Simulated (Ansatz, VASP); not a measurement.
## Ir: VASP beside Ansatz

```
Ir
1.0
     2.75138    0.00000    0.00000
    -1.37569    2.38276    0.00000
     0.00000    0.00000    4.46229
Ir
2
Direct
  0.66667 0.33333 0.75000
  0.33333 0.66667 0.25000
```

Alike in both runs: task single point; functional PBE; k mesh 6 × 6 × 4; occupations tetrahedron; no spin polarisation.

```csv
,VASP,Ansatz
version,VASP 6.6.1,Ansatz 0.2.0
potentials or method,"VASP PAW PBE potentials, release 64 (Ir), cutoff 500 eV","scalar-relativistic, plane waves, PAW"
valence electrons in the cell,18,34
```

|  | VASP | Ansatz | Ansatz less VASP |
| --- | --- | --- | --- |
| gap on the k mesh at the Fermi level (eV) | none | none | - |
| pressure (GPa) | -1.2 | -1.5 | -0.37 |
| traceless stress, the component that is largest in VASP (GPa) | -4.20 | -4.29 | -0.095 |

A gap of «none» marks a metal or a gap that the smearing closes. With one functional, cell and mesh, what is left measures potentials, basis and numerics. VASP's potentials hold 18 valence electrons a cell and Ansatz's 34, so a difference there can come from the potentials and not from the codes. Ansatz's warnings: band table not solved further, tetrahedron derivatives may miss energy slope.

The k mesh is coarse, so the values compare programs but aren't converged. Neither program's run includes spin-orbit coupling.
